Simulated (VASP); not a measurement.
Here is a VASP 6.6.1 calculation.

POSCAR

```
SrCl2
1.0
    0.0000000000      3.2799810787      3.9359772944
    3.2799810787      0.0000000000      3.9359772944
    3.2799810787      3.2799810787      0.0000000000
Sr Cl
1 2
Direct
    0.0000000000      0.0000000000      0.0000000000
    0.2500000000      0.2500000000      0.2500000000
    0.7500000000      0.7500000000      0.7500000000
```

INCAR.step1

```
PREC     = Accurate       # precision mode
ENCUT    = 520            # plane-wave cutoff, eV
ISMEAR   = 0              # smearing method
SIGMA    = 0.05           # smearing width, eV
LREAL    = False          # projectors in reciprocal space
LASPH    = True           # aspherical terms in the spheres
NELM     = 100            # most SCF steps
NBANDS   = 19             # bands
GGA      = PE             # functional
ALGO     = Normal         # electronic algorithm
EDIFF    = 1E-4           # SCF threshold, eV
LWAVE    = True           # write WAVECAR
LCHARG   = False          # write CHGCAR
```

INCAR.step2

```
PREC     = Accurate       # precision mode
ENCUT    = 520            # plane-wave cutoff, eV
EDIFF    = 1E-7           # SCF threshold, eV
ISMEAR   = 0              # smearing method
SIGMA    = 0.05           # smearing width, eV
LREAL    = False          # projectors in reciprocal space
LASPH    = True           # aspherical terms in the spheres
NELM     = 100            # most SCF steps
ALGO     = Normal         # electronic algorithm
ISIF     = 2              # what is computed and relaxed
LWAVE    = False          # write WAVECAR
LCHARG   = False          # write CHGCAR
METAGGA  = R2SCAN         # meta-GGA
LMIXTAU  = True         
NBANDS   = 19             # bands
ISTART   = 1
```

Contents of KPOINTS:

```
Automatic mesh
0
Gamma
  6 6 6
```

Potentials or basis: VASP PAW PBE potentials, release 64 (Sr_sv, Cl).

Launch:

```console
$ cat potpaw_PBE.64/Sr_sv/POTCAR potpaw_PBE.64/Cl/POTCAR > POTCAR
$ cp INCAR.step1 INCAR
$ mpirun -np 1 vasp_std > vasp.out
$ cp INCAR.step2 INCAR
$ mpirun -np 1 vasp_std > vasp.out
```

Question: Estimate the pressure.

Answer: 0.7 GPa.

Question: What does it give for the band gap on the k mesh?

Answer: 4.45 eV, indirect (least direct gap 4.80 eV).

Stress tensor (GPa, compression positive):
```
 4.12  0.00  0.00
 0.00  4.12  0.00
 0.00  0.00 -6.20
```

Caveat: the PAW data sets were made with another functional, which shifts forces and pressure a little. A k mesh can miss the band edges.
